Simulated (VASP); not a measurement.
**Si2W: single point with PBE**

Si2W:

```
Si W
1.0
    -1.60600    1.60600    3.94000
     1.60600   -1.60600    3.94000
     1.60600    1.60600   -3.94000
Si W
2 1
Direct
  0.33300 0.33300 0.00000
  0.66700 0.66700 0.00000
  0.00000 0.00000 0.00000
```

```json
{"Program": "VASP 6.6.1", "Task": "single point", "Functional": "PBE", "Potentials or basis": "VASP PAW PBE potentials, release 64 (Si, W_sv)", "Cutoff": "520 eV", "k mesh": "8 × 8 × 8", "Occupations": "gaussian, width 0.1 eV", "Spin": "no spin polarisation", "Dipole correction": "no", "Further INCAR settings": "ALGO = Normal; EDIFF = 1e-06; NBANDS = 18"}
```

```
Pressure               : 1.7 GPa
Largest force          : 0.246 eV/Å
Band gap on the k mesh : zero (band 11 reaches 12.67 eV, above the bottom of band 12 at 11.40 eV)
```

Forces in eV/Å, atoms in the order of the input:
```
Si   0.000  0.000  0.246
Si   0.000  0.000 -0.246
W    0.000  0.000  0.000
```

Stress tensor (GPa, compression positive):
```
 2.75  0.00  0.00
 0.00  2.75  0.00
 0.00  0.00 -0.27
```

Levels at points of the mesh, in eV from the Fermi level:
```tsv
k point	band 8	band 9	band 10	band 11	band 12	band 13	band 14	band 15
(0.00, 0.00, 0.00)	-3.17	-2.75	-2.75	0.78	2.77	2.98	3.29	3.29
(0.50, 0.00, 0.00)	-4.74	-2.69	-2.60	-0.33	2.83	2.84	4.02	4.41
(0.50, 0.50, 0.00)	-5.47	-4.94	-3.17	-1.59	2.72	3.10	3.23	3.85
(0.50, 0.50, 0.50)	-2.53	-0.76	-0.76	-0.41	-0.41	0.96	4.41	4.92
```

Wall time 50 s on 1 thread of AMD EPYC 7R13 Processor (Zen 3) (shared host), peak memory 0.19 GiB.

Caveat: spin-orbit coupling is left out, which moves the levels of the heavy elements.
